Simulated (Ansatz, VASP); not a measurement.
WSe2: VASP beside Ansatz

File INCAR:

```
SYSTEM = WSe2
PREC     = Accurate       ! precision mode
ENCUT    = 520            ! plane-wave cutoff, eV
EDIFF    = 1E-6           ! SCF threshold, eV
ISMEAR   = -1             ! smearing method
SIGMA    = 0.08           ! smearing width, eV
LREAL    = .FALSE.        ! projectors in reciprocal space
LASPH    = .TRUE.         ! aspherical terms in the spheres
NELM     = 100            ! most SCF steps
ALGO     = Normal         ! electronic algorithm
ISIF     = 2              ! what is computed and relaxed
LWAVE    = .FALSE.        ! write WAVECAR
LCHARG   = .FALSE.        ! write CHGCAR
GGA      = PS             ! functional
NBANDS   = 35             ! bands
```

The input KPOINTS:

```
regular mesh
0
G
  11 11 3
  0 0 0
```

Contents of POSCAR:

```
WSe2
1.0
    3.3117871547      0.0000000000      0.0000000000
   -1.6558935773      2.8680918078      0.0000000000
    0.0000000000      0.0000000000     13.0558965430
W Se
2 4
Direct
    0.3333333333      0.6666666667      0.2500000000
    0.6666666667      0.3333333333      0.7500000000
    0.3333333333      0.6666666667      0.6210000000
    0.6666666667      0.3333333333      0.1210000000
    0.3333333333      0.6666666667      0.8790000000
    0.6666666667      0.3333333333      0.3790000000
```

Input for Ansatz:

```yaml
crystal:
  lattice:
    - [3.3117871547, 0.0, 0.0]
    - [-1.6558935773, 2.8680918078, 0.0]
    - [0.0, 0.0, 13.055896543]
  atoms:
    - { symbol: W, position: [0.3333333333, 0.6666666667, 0.25] }
    - { symbol: W, position: [0.6666666667, 0.3333333333, 0.75] }
    - { symbol: Se, position: [0.3333333333, 0.6666666667, 0.621] }
    - { symbol: Se, position: [0.6666666667, 0.3333333333, 0.121] }
    - { symbol: Se, position: [0.3333333333, 0.6666666667, 0.879] }
    - { symbol: Se, position: [0.6666666667, 0.3333333333, 0.379] }
kpoints:
  mp_grid: { grid: [11, 11, 3] }
  band_path:
    path:
      - [0.0, 0.0, 0.0]
      - [0.5, 0.0, 0.0]
      - [0.3333333333, 0.3333333333, 0.0]
      - [0.0, 0.0, 0.0]
      - [0.0, 0.0, 0.5]
      - [0.5, 0.0, 0.5]
      - [0.3333333333, 0.3333333333, 0.5]
      - [0.0, 0.0, 0.5]
      - [0.5, 0.0, 0.5]
    npoints: 5
scf:
  occupations: { method: fermi_dirac, width: 0.08 }
hamiltonian:
  xc: pbesol
  pseudopotentials: { kind: all_electron, lapw: { basis_error: 0.0005 } }
output:
  forces: true
  stress: true
  eigenvalues: true
```

Change from the starting cell: volume scaled by 1.02.

Alike in both runs: task single point; functional PBEsol; k mesh 11 × 11 × 3; occupations fermi-dirac, width 0.08 eV; no spin polarisation.

```csv
,VASP,Ansatz
version,VASP 6.6.1,Ansatz 0.2.0
potentials or method,"VASP PAW PBE potentials, release 64 (W_sv, Se), cutoff 520 eV","all-electron LAPW, scalar-relativistic"
```

|  | VASP | Ansatz | Ansatz less VASP |
| --- | --- | --- | --- |
| pressure (GPa) | -3.5 | -3.8 | -0.32 |
| traceless stress, the component that is largest in VASP (GPa) | 0.47 | 0.39 | -0.089 |
| rms of the force components (eV/Å) | 0.183 | 0.207 | +0.0234 |

VASP's potentials were made for PBE, not for PBEsol. Atom by atom the forces differ by 0.023 eV/Å (rms over components). Ansatz ran all-electron here, and VASP with PAW potentials.

Spin-orbit coupling is off throughout.
